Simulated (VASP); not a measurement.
Wanted: the native input for a VASP 6.6.1 run.

| Item | Value |
| --- | --- |
| Task | single point |
| Functional | PBEsol |
| Potentials or basis | VASP PAW PBE potentials, release 64 (Si, N) |
| Cutoff | 520 eV |
| k mesh | 8 × 8 × 1 |
| Occupations | gaussian, width 0.05 eV |
| Spin | no spin polarisation |
| Dipole correction | yes |
| Further INCAR settings | ALGO = Normal; EDIFF = 1e-06; NBANDS = 27 |

The structure of Si3N lies in POSCAR:

```
Si3N
1.0
    3.8417168278      0.0000000000      0.0000000000
    0.0000000000      3.8417168278      0.0000000000
    0.0000000000      0.0000000000     26.8912600509
Si N
6 2
Direct
    0.0000000000      0.5000000000      0.3160878287
    0.0000000000      0.0000000000      0.3665968791
    0.5000000000      0.0000000000      0.4171059295
    0.5000000000      0.5000000000      0.4672971208
    0.0000000000      0.5000000000      0.5184941546
    0.0000000000      0.0000000000      0.5641211538
    0.0000000000      0.0000000000      0.6287121969
    0.0000000000      0.0000000000      0.6711383125
```

One way to write it, as run:

INCAR

```
PREC = Accurate
ENCUT = 520
EDIFF = 1E-6
ISMEAR = 0
SIGMA = 0.05
LREAL = F
LASPH = T
NELM = 60
ALGO = Normal
ISIF = 2
LWAVE = F
LCHARG = F
LDIPOL = T
IDIPOL = 3
DIPOL = 0.5 0.5 0.494
GGA = PS
NBANDS = 27
```

KPOINTS

```
regular mesh
0
Gamma
  8 8 1
```

Potentials or basis: VASP PAW PBE potentials, release 64 (Si, N).

Command:

```sh
$ cat potpaw_PBE.64/Si/POTCAR potpaw_PBE.64/N/POTCAR > POTCAR
$ mpirun -np 1 vasp_std > vasp.out
```

Results of the run:

- Largest force: 0.990 eV/Å
- Band gap on the k mesh: zero (bands 17 and 18 overlap by 0.82 eV)

Caveat: the standard files for N, O and F lose accuracy on very short bonds; the PAW data sets were made with another functional, which shifts forces and pressure a little.

It took 4.8 min on 1 thread of Intel(R) Xeon(R) 6975P-C (Granite Rapids) (shared host), peak memory 0.54 GiB.
